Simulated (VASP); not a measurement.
Set up this calculation in VASP 6.6.1, as the native input.

```yaml
Task: relaxation of cell and atoms
Functional: PBE
Potentials_or_basis: VASP PAW PBE potentials, release 64 (Si, F)
Cutoff: 600 eV
k_mesh: 12 × 12 × 8
Occupations: gaussian, width 0.1 eV
Spin: no spin polarisation
Dipole_correction: no
Further_INCAR_settings: ALGO = Normal; EDIFF = 1e-06; IBRION = 2; EDIFFG = -0.01; NSW = 100; ISIF = 3
```

The structure of Si5F lies in POSCAR:

```
Si5F
1.0
    4.6637763533      0.0000000000      0.0000000000
   -2.3318881766      4.0389487995      0.0000000000
    0.0000000000      0.0000000000      4.5219636864
Si F
5 1
Direct
    0.0000000000      0.3457954492      0.0000000000
    0.6542045508      0.6542045508      0.0000000000
    0.3457954492      0.0000000000      0.0000000000
    0.6666666667      0.3333333333      0.5000000000
    0.3333333333      0.6666666667      0.5000000000
    0.0000000000      0.0000000000      0.5000000000
```

The cell was built from a structure type or drawn by symmetry, and may not be a known phase.

These files were run (other wordings do the same):

INCAR

```
SYSTEM = Si5F
PREC = Accurate
ENCUT = 600
EDIFF = 1E-6
ISMEAR = 0
SIGMA = 0.1
LREAL = .FALSE.
LASPH = .TRUE.
NELM = 100
ALGO = Normal
ISIF = 3
LWAVE = .FALSE.
LCHARG = .FALSE.
GGA = PE
IBRION = 2
NSW = 100
EDIFFG = -0.01
```

KPOINTS

```
regular mesh
0
G
  12 12 8
  0 0 0
```

Potentials or basis: VASP PAW PBE potentials, release 64 (Si, F).

Launch:

```bash
$ cat potpaw_PBE.64/Si/POTCAR potpaw_PBE.64/F/POTCAR > POTCAR
$ mpirun -np 1 vasp_std > vasp.out
```

It gave:

```
Relaxed volume                        : 14.16 Å³/atom
Relaxed cell                          : a = 4.664 Å, b = 4.664 Å, c = 4.511 Å, α = 90.00°, β = 90.00°, γ = 120.00°
Space group after relaxing (to 0.1 Å) : P-62m (No. 189)
Energy gained by relaxing             : 0.5 meV/atom
Ionic steps                           : 10
Pressure after relaxing               : 0.0 GPa
Band gap on the k mesh                : zero (an odd number of electrons rules out a gap without spin polarisation)
```

Caveat: an odd number of electrons without spin polarisation forces a metal; a magnetic or distorted state may lie lower.

Wall time 7.9 min on 1 thread of AMD EPYC 9R45 (Zen 5), on a shared host, peak memory 0.28 GiB.
